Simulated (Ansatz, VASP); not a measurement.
## BN: VASP beside Ansatz

File INCAR:

```
PREC = Accurate ; ENCUT = 520
EDIFF = 1E-6 ; ISMEAR = 0
SIGMA = 0.05 ; LREAL = F
LASPH = T ; NELM = 80
ALGO = Normal ; ISIF = 2
LWAVE = F ; LCHARG = F
GGA = CA ; NBANDS = 16
```

Contents of KPOINTS:

```
Automatic mesh
0
Gamma
  12 12 4
```

The input POSCAR:

```
BN
1.0
    2.6685746295      0.0000000000      0.0000000000
   -1.3342873148      2.3110534211      0.0000000000
    0.0000000000      0.0000000000      6.3250555869
B N
2 2
Direct
    0.3333333333      0.6666666667      0.2500000000
    0.6666666667      0.3333333333      0.7500000000
    0.3333333333      0.6666666667      0.7500000000
    0.6666666667      0.3333333333      0.2500000000
```

Input for Ansatz:

```yaml
crystal:
  lattice:
    - [2.6685746295, 0.0, 0.0]
    - [-1.3342873148, 2.3110534211, 0.0]
    - [0.0, 0.0, 6.3250555869]
  atoms:
    - { symbol: B, position: [0.3333333333, 0.6666666667, 0.25] }
    - { symbol: B, position: [0.6666666667, 0.3333333333, 0.75] }
    - { symbol: "N", position: [0.3333333333, 0.6666666667, 0.75] }
    - { symbol: "N", position: [0.6666666667, 0.3333333333, 0.25] }
basis:
  ecutwfc: 520.0
kpoints:
  mp_grid: { grid: [12, 12, 4] }
hamiltonian:
  xc: lda
  pseudopotentials: { kind: paw, azcp: { folder: soft_1 } }
scf:
  occupations: { method: gaussian, width: 0.05 }
output:
  forces: true
  stress: true
  eigenvalues: true
```

Alike in both runs: task single point; functional LDA; k mesh 12 × 12 × 4; occupations gaussian, width 0.05 eV; no spin polarisation.

```csv
,VASP,Ansatz
version,VASP 6.6.1,Ansatz 0.2.0
potentials or method,"VASP PAW LDA potentials, release 64 (B, N), cutoff 520 eV","scalar-relativistic, plane waves, PAW"
valence electrons in the cell,16,16
```

|  | VASP | Ansatz | Ansatz less VASP |
| --- | --- | --- | --- |
| gap on the k mesh at the Fermi level (eV) | 3.66 | 3.67 | +0.008 |
| least direct gap on the mesh (eV) | 3.88 | 3.89 | +0.008 |

Ansatz warns that its potentials were made for another functional, while VASP's fit it. LDA's correlation is that of Perdew and Zunger in VASP and of Perdew and Wang (1992) in Ansatz.
